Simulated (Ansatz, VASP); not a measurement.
**Al: VASP beside Ansatz**

```
CELL_PARAMETERS angstrom
-1.55901 1.55901 1.55901
1.55901 -1.55901 1.55901
1.55901 1.55901 -1.55901
ATOMIC_POSITIONS crystal
Al 0.00000 0.00000 0.00000
```

Change from the starting cell: volume scaled by 0.9405, PAW files.

Alike in both runs: task electric field gradients; functional r2SCAN; k mesh 18 × 18 × 18; occupations fermi-dirac, width 0.08 eV; no spin polarisation.

|  | VASP | Ansatz |
| --- | --- | --- |
| version | VASP 6.6.1 | Ansatz 0.2.0 |
| potentials or method | VASP PAW PBE potentials, release 64 (Al) | PAW with Ansatz's default frozen-core files, scalar-relativistic |
| plane-wave cutoff (eV) | 520 | 500 |
| valence electrons in the cell | 3 | 3 |

Ansatz gave:

- pressure (GPa): 6.4

Question: Estimate VASP's values.

Answer: Pressure (GPa): 6.0.

VASP's potentials were made for PBE, not for r2SCAN. The functional is the same, so the differences come from potentials, cutoffs and numerics.
